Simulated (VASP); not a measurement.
# AlN (P6_3/mmc) in VASP: further runs

AlN is run at these levels: PBEsol; tasks: single point.

All numbers are computed with VASP 6.6.1; they aren't measurements. Logs are shortened: lines on timing, memory, paths and dates and some standing lists are left out, and cuts for length are marked.

## Step 1: The cell of the first run

The structure is hexagonal, space group P6_3/mmc (No. 194). Conventional cell: a = 3.357 Å, b = 3.357 Å, c = 4.075 Å, α = 90.00°, β = 90.00°, γ = 120.00°. Al (site symmetry -6m2) has 5 N at 1.94 to 2.04 Å within 2.6 Å. N (site symmetry -6m2) has 5 Al at 1.94 to 2.04 Å within 2.6 Å.

## Step 2: Single point, PBEsol

INCAR reads:

```
SYSTEM = AlN
ALGO = Normal
EDIFF = 1E-6
ENCUT = 520
GGA = PS
ISIF = 2
ISMEAR = 0
LASPH = .TRUE.
LCHARG = .FALSE.
LREAL = .FALSE.
LWAVE = .FALSE.
NBANDS = 16
NELM = 60
PREC = Accurate
SIGMA = 0.05
```

KPOINTS reads:

```
k-points
0
G
  12 12 6
  0 0 0
```

POSCAR reads:

```
AlN
1.0
    3.3574928291      0.0000000000      0.0000000000
   -1.6787464145      2.9076740830      0.0000000000
    0.0000000000      0.0000000000      4.0751366456
Al N
2 2
Direct
    0.3333333333      0.6666666667      0.7500000000
    0.6666666667      0.3333333333      0.2500000000
    0.3333333333      0.6666666667      0.2500000000
    0.6666666667      0.3333333333      0.7500000000
```

Potentials or basis: VASP PAW PBE potentials, release 64 (Al, N).

The run is started by

```console
cat potpaw_PBE.64/Al/POTCAR potpaw_PBE.64/N/POTCAR > POTCAR
mpirun -np 1 vasp_std > vasp.out
```

OUTCAR:

```text
SYSTEM = AlN
   EDIFF = 1E-6
   ENCUT = 520
   GGA = PS
   ISIF = 2
   ISMEAR = 0
   LASPH = .TRUE.
   LREAL = .FALSE.
   NELM = 60
   PREC = Accurate

 ion  position               nearest neighbor table
   1  0.333  0.667  0.750-   4 1.94   4 1.94   4 1.94   3 2.04   3 2.04   2 2.81   2 2.81   2 2.81
                             2 2.81   2 2.81   2 2.81
   2  0.667  0.333  0.250-   3 1.94   3 1.94   3 1.94   4 2.04   4 2.04   1 2.81   1 2.81   1 2.81
                             1 2.81   1 2.81   1 2.81
   3  0.333  0.667  0.250-   2 1.94   2 1.94   2 1.94   1 2.04   1 2.04
   4  0.667  0.333  0.750-   1 1.94   1 1.94   1 1.94   2 2.04   2 2.04

  LATTYP: Found a hexagonal cell.
 ALAT       =     3.3574928291
 C/A-ratio  =     1.2137439611

  Lattice vectors:

 A1 = (   3.3574928291,   0.0000000000,   0.0000000000)
 A2 = (  -1.6787464145,   2.9076740830,   0.0000000000)
 A3 = (   0.0000000000,   0.0000000000,   4.0751366456)

Analysis of symmetry for initial positions (statically):
=====================================================================
 Subroutine PRICEL returns:
 Original cell was already a primitive cell.

 Routine SETGRP: Setting up the symmetry group for a
 hexagonal supercell.

 Subroutine GETGRP returns: Found 24 space group operations
 (whereof 12 operations were pure point group operations)
 out of a pool of 24 trial point group operations.

The static configuration has the point symmetry D_3d.
 The point group associated with its full space group is D_6h.

Analysis of symmetry for dynamics (positions and initial velocities):
=====================================================================
 Subroutine PRICEL returns:
 Original cell was already a primitive cell.

 Routine SETGRP: Setting up the symmetry group for a
 hexagonal supercell.

 Subroutine GETGRP returns: Found 24 space group operations
 (whereof 12 operations were pure point group operations)
 out of a pool of 24 trial point group operations.

The dynamic configuration has the point symmetry D_3d.
 The point group associated with its full space group is D_6h.

 Subroutine INISYM returns: Found 24 space group operations
 (whereof 12 operations are pure point group operations),
 and found     1 'primitive' translations

----------------------------------------------------------------------------------------

                                     Primitive cell

  volume of cell :      39.7835

[... 94 lines left out ...]
   EDIFFG = 0.1E-04   stopping-criterion for IOM
   NSW    =      0    number of steps for IOM
   IBRION =     -1    ionic relax: 0-MD 1-quasi-New 2-CG
   NFREE  =      0    steps in history (QN), initial steepest desc. (CG)
   ISIF   =      2    stress and relaxation
   ISYM   =      2    0-nonsym 1-usesym 2-fastsym
   POTIM  = 0.5000    time-step for ionic-motion
   TEBEG  =    0.0;   TEEND  =   0.0 temperature during run
   PSTRESS=    0.0 pullay stress
   NELECT =      16.0000    total number of electrons
   NUPDOWN=      -1.0000    fix difference up-down
   EMIN   =  10.00;   EMAX   =-10.00  energy-range for DOS
   EFERMI =   0.00;   METHOD = LEGACY
   ISMEAR =     0;   SIGMA  =   0.05  broadening in eV -4-tet -1-fermi 0-gaus
   EFERMI_NEDOS =   21; number of points for ismear=-14 and -15
   IALGO  =     38    algorithm
   IMIX   =      4    mixing-type and parameters
     AMIX     =   0.40;   BMIX     =  1.00
     AMIX_MAG =   1.60;   BMIX_MAG =  1.00
  volume/ion in A,a.u.               =       9.95        67.12
  Fermi-wavevector in a.u.,A,eV,Ry     =   1.208409  2.283561 19.867927  1.460251
  Thomas-Fermi vector in A             =   2.344017
   LORBIT       =      0    0 simple, 1 ext, 2 COOP (PROOUT), +10 PAW based schemes
   GGA     = PS    functional components
   LHFCALC =     F    Hartree Fock is set to
   AEXX    =    0.0000 exact exchange contribution
   IVDW    =     0    specifies the selected vdW correction
   LEPSILON=     F    determine dielectric tensor
   LRPA    =     F    only Hartree local field effects (RPA)
 non-spin polarized calculation
 Gauss-broadening in eV      SIGMA  =   0.05
  energy-cutoff  :      520.00
  volume of cell :       39.78
 maximum number of plane-waves:      1095
 NGX is ok and might be reduce to    28

 number of electron      16.0000001 magnetization

 Free energy of the ion-electron system (eV)
  ---------------------------------------------------
  ext. energy  EPLUGINS =         0.00000000
  ---------------------------------------------------
  free energy    TOTEN  =       -30.91795607 eV

  energy without entropy =      -30.91795607  energy(sigma->0) =      -30.91795607

 E-fermi :   7.9443     XC(G=0): -11.3452

 val. band max:        7.6704260093   @ k =   0.0000   0.0000   0.0000
 cond. band min:      10.9736340279   @ k =   0.0000   0.0000   0.0000
 fundamental gap:      3.3032080186
 Fermi energy:         7.9442867436

 k-point     1 :       0.0000    0.0000    0.0000
  band No.  band energies     occupation
      1      -8.9394      2.00000
      2      -5.0580      2.00000
      3       1.0077      2.00000
      4       4.4312      2.00000
      5       4.4312      2.00000
      6       6.3084      2.00000
[... 433 lines left out ...]
      3       1.2135      2.00000
      4       3.0104      2.00000
      5       3.5989      2.00000
      6       3.8753      2.00000
[... 8 lines left out ...]
     15      19.2146      0.00000
     16      20.7707      0.00000

 [... further k-points ...]

------------------------ aborting loop because EDIFF is reached ----------------------------------------

  FORCE on cell =-STRESS in cart. coord.  units (eV):
  Direction    XX          YY          ZZ          XY          YZ          ZX
  --------------------------------------------------------------------------------------
  -------------------------------------------------------------------------------------
  Total       -1.5801209     -1.5801209      0.1249311     -0.0000000      0.0000000      0.0000000
  in kB      -63.6352705    -63.6352705      5.0312770     -0.0000000      0.0000000      0.0000000
  external PRESSURE =     -40.7464213 kB  Pullay stress =       0.0000000 kB

 VOLUME and BASIS-vectors are now :
 -----------------------------------------------------------------------------
  energy-cutoff  :      520.00
  volume of cell :       39.78
      direct lattice vectors                 reciprocal lattice vectors
     3.357492829  0.000000000  0.000000000     0.297841291  0.171958750  0.000000000
    -1.678746414  2.907674083  0.000000000     0.000000000  0.343917500  0.000000000
     0.000000000  0.000000000  4.075136646     0.000000000  0.000000000  0.245390544

 POSITION                                       TOTAL-FORCE (eV/Angst)
 -----------------------------------------------------------------------------------
     -0.00000      1.93845      3.05635        -0.000000      0.000000      0.000000
      1.67875      0.96922      1.01878        -0.000000      0.000000      0.000000
     -0.00000      1.93845      1.01878         0.000000      0.000000      0.000000
      1.67875      0.96922      3.05635         0.000000     -0.000000      0.000000
 -----------------------------------------------------------------------------------
    total drift:                               -0.000000     -0.000000     -0.000000

  FREE ENERGIE OF THE ION-ELECTRON SYSTEM (eV)
  ---------------------------------------------------
  free  energy   TOTEN  =       -30.9179560725 eV

  energy  without entropy=      -30.9179560725  energy(sigma->0) =      -30.91795607
```

stdout:

```text
POSCAR found type information on POSCAR AlN
 POSCAR found :  2 types and       4 ions
 scaLAPACK will be used
 -----------------------------------------------------------------------------
|                                                                             |
|                                                                             |
|     You enforced a specific xc type in the INCAR file but a different       |
|     I HOPE YOU KNOW WHAT YOU ARE DOING!                                     |
|                                                                             |
 -----------------------------------------------------------------------------

 LDA part: xc-table for (Slater+PW92), standard interpolation
 POSCAR, INCAR and KPOINTS ok, starting setup
 FFT: planning ... GRIDC
 FFT: planning ... GRID_SOFT
 FFT: planning ... GRID
 WAVECAR not read
 entering main loop
```

Run time: 19 s. Hardware: 1 thread of Intel Xeon 6975P-C (Granite Rapids), shared host; peak memory 0.17 GiB.

Results:

```yaml
Free_energy: -30.9180 eV
Pressure: -4.1 GPa
Band_gap_on_the_k_mesh: 3.30 eV, direct
```

Levels at points of the mesh, in eV from the valence-band top:
```csv
k point,band 6,band 7,band 8,band 9,band 10,band 11
"(0.00, 0.00, 0.00)",-1.36,-1.36,0.00,3.30,4.37,8.09
"(0.50, 0.00, 0.00)",-3.86,-2.82,-1.08,3.83,7.41,7.44
"(0.00, 0.00, 0.50)",-2.34,-2.34,-2.34,5.71,5.71,8.21
"(0.50, 0.00, 0.50)",-3.11,-1.55,-1.55,5.18,5.18,9.97
```

Caveat: the PAW data sets were made with another functional, which shifts forces and pressure a little.

## Step 3: Single point, PBEsol

This run uses another cell than the first one, of the same volume but with other edges.

INCAR reads:

```
SYSTEM = AlN
PREC     = Accurate       ! precision mode
ENCUT    = 520            ! plane-wave cutoff, eV
EDIFF    = 1E-6           ! SCF threshold, eV
ISMEAR   = 0              ! smearing method
SIGMA    = 0.05           ! smearing width, eV
LREAL    = .False.        ! projectors in reciprocal space
LASPH    = .True.         ! aspherical terms in the spheres
NELM     = 100            ! most SCF steps
ALGO     = Normal         ! electronic algorithm
ISIF     = 2              ! what is computed and relaxed
LWAVE    = .False.        ! write WAVECAR
LCHARG   = .True.         ! write CHGCAR
GGA      = PS             ! functional
LELF     = .True.         ! ELF
LVHAR    = .True.       
NBANDS   = 16             ! bands
```

KPOINTS reads:

```
regular mesh
0
Gamma
  12 12 6
  0 0 0
```

POSCAR reads:

```
AlN
1.0
    3.2586851769      0.0000000000      0.0000000000
   -1.6293425885      2.8221041461      0.0000000000
    0.0000000000      0.0000000000      4.3260103409
Al N
2 2
Direct
    0.3333333333      0.6666666667      0.7500000000
    0.6666666667      0.3333333333      0.2500000000
    0.3333333333      0.6666666667      0.2500000000
    0.6666666667      0.3333333333      0.7500000000
```

Potentials or basis: VASP PAW PBE potentials, release 64 (Al, N).

The run is started by

```console
cat potpaw_PBE.64/Al/POTCAR potpaw_PBE.64/N/POTCAR > POTCAR
mpirun -np 1 vasp_std > vasp.out
```

OUTCAR:

```text
SYSTEM = AlN
   PREC = Accurate
   ENCUT = 520
   EDIFF = 1E-6
   ISMEAR = 0
   LREAL = .False.
   LASPH = .True.
   NELM = 100
   ISIF = 2
   GGA = PS

 ion  position               nearest neighbor table
   1  0.333  0.667  0.750-   4 1.88   4 1.88   4 1.88   3 2.16   3 2.16   2 2.87   2 2.87   2 2.87
                             2 2.87   2 2.87   2 2.87
   2  0.667  0.333  0.250-   3 1.88   3 1.88   3 1.88   4 2.16   4 2.16   1 2.87   1 2.87   1 2.87
                             1 2.87   1 2.87   1 2.87
   3  0.333  0.667  0.250-   2 1.88   2 1.88   2 1.88   1 2.16   1 2.16
   4  0.667  0.333  0.750-   1 1.88   1 1.88   1 1.88   2 2.16   2 2.16

  LATTYP: Found a hexagonal cell.
 ALAT       =     3.2586851769
 C/A-ratio  =     1.3275324574

  Lattice vectors:

 A1 = (   3.2586851769,   0.0000000000,   0.0000000000)
 A2 = (  -1.6293425885,   2.8221041461,   0.0000000000)
 A3 = (   0.0000000000,   0.0000000000,   4.3260103409)

Analysis of symmetry for initial positions (statically):
=====================================================================
 Subroutine PRICEL returns:
 Original cell was already a primitive cell.

 Routine SETGRP: Setting up the symmetry group for a
 hexagonal supercell.

 Subroutine GETGRP returns: Found 24 space group operations
 (whereof 12 operations were pure point group operations)
 out of a pool of 24 trial point group operations.

The static configuration has the point symmetry D_3d.
 The point group associated with its full space group is D_6h.

Analysis of symmetry for dynamics (positions and initial velocities):
=====================================================================
 Subroutine PRICEL returns:
 Original cell was already a primitive cell.

 Routine SETGRP: Setting up the symmetry group for a
 hexagonal supercell.

 Subroutine GETGRP returns: Found 24 space group operations
 (whereof 12 operations were pure point group operations)
 out of a pool of 24 trial point group operations.

The dynamic configuration has the point symmetry D_3d.
 The point group associated with its full space group is D_6h.

[... 126 lines left out ...]
   LORBIT       =      0    0 simple, 1 ext, 2 COOP (PROOUT), +10 PAW based schemes
   GGA     = PS    functional components
   LHFCALC =     F    Hartree Fock is set to
   AEXX    =    0.0000 exact exchange contribution
   IVDW    =     0    specifies the selected vdW correction
   LEPSILON=     F    determine dielectric tensor
   LRPA    =     F    only Hartree local field effects (RPA)
 non-spin polarized calculation
 Gauss-broadening in eV      SIGMA  =   0.05
  energy-cutoff  :      520.00
  volume of cell :       39.78
 maximum number of plane-waves:      1092
   NGX = 13   NGY = 13   NGZ = 17

 number of electron      16.0000002 magnetization

 Free energy of the ion-electron system (eV)
  ---------------------------------------------------
  ext. energy  EPLUGINS =         0.00000000
  ---------------------------------------------------
  free energy    TOTEN  =       -30.89571559 eV

  energy without entropy =      -30.89571559  energy(sigma->0) =      -30.89571559

 E-fermi :   8.2973     XC(G=0): -11.3562

 val. band max:        8.0252119666   @ k =   0.0000   0.0000   0.0000
 cond. band min:      11.0965848502   @ k =   0.0000   0.0000   0.0000
 fundamental gap:      3.0713728836
 Fermi energy:         8.2972927036

 k-point     1 :       0.0000    0.0000    0.0000
  band No.  band energies     occupation
      1      -8.8828      2.00000
      2      -5.4828      2.00000
      3       0.8611      2.00000
      4       4.7288      2.00000
      5       4.7288      2.00000
      6       6.1540      2.00000
[... 433 lines left out ...]
      3       1.2780      2.00000
      4       2.8591      2.00000
      5       3.6352      2.00000
      6       3.8806      2.00000
[... 8 lines left out ...]
     15      19.7156      0.00000
     16      19.9561      0.00000

 [... further k-points ...]

------------------------ aborting loop because EDIFF is reached ----------------------------------------

  FORCE on cell =-STRESS in cart. coord.  units (eV):
  Direction    XX          YY          ZZ          XY          YZ          ZX
  --------------------------------------------------------------------------------------
  -------------------------------------------------------------------------------------
  Total        0.4555469      0.4555469     -1.8909217     -0.0000000     -0.0000000      0.0000000
  in kB       18.3459706     18.3459706    -76.1519699     -0.0000000     -0.0000000      0.0000000
  external PRESSURE =     -13.1533429 kB  Pullay stress =       0.0000000 kB

 VOLUME and BASIS-vectors are now :
 -----------------------------------------------------------------------------
  energy-cutoff  :      520.00
  volume of cell :       39.78
      direct lattice vectors                 reciprocal lattice vectors
     3.258685177  0.000000000  0.000000000     0.306872234  0.177172767  0.000000000
    -1.629342588  2.822104146  0.000000000     0.000000000  0.354345534  0.000000000
     0.000000000  0.000000000  4.326010341     0.000000000  0.000000000  0.231159873

 POSITION                                       TOTAL-FORCE (eV/Angst)
 -----------------------------------------------------------------------------------
     -0.00000      1.88140      3.24451        -0.000000      0.000000      0.000000
      1.62934      0.94070      1.08150         0.000000     -0.000000      0.000000
     -0.00000      1.88140      1.08150         0.000000     -0.000000      0.000000
      1.62934      0.94070      3.24451         0.000000      0.000000      0.000000
 -----------------------------------------------------------------------------------
    total drift:                               -0.000000      0.000000      0.000000

  FREE ENERGIE OF THE ION-ELECTRON SYSTEM (eV)
  ---------------------------------------------------
  free  energy   TOTEN  =       -30.8957155863 eV

  energy  without entropy=      -30.8957155863  energy(sigma->0) =      -30.89571559
```

Wall time 13 s (1 thread of Intel Xeon 6975P-C (Granite Rapids), shared host); peak memory 0.16 GiB.

Results:

| Property | Result |
| --- | --- |
| Free energy | -30.8957 eV |
| Pressure | -1.3 GPa |
| Band gap on the k mesh | 3.07 eV, direct |

Stress tensor (GPa, compression positive):
```
 1.83  0.00  0.00
 0.00  1.83  0.00
 0.00  0.00 -7.62
```

Caveat: the PAW data sets were made with another functional, which shifts forces and pressure a little.

(Continued in part 2 of 2.)
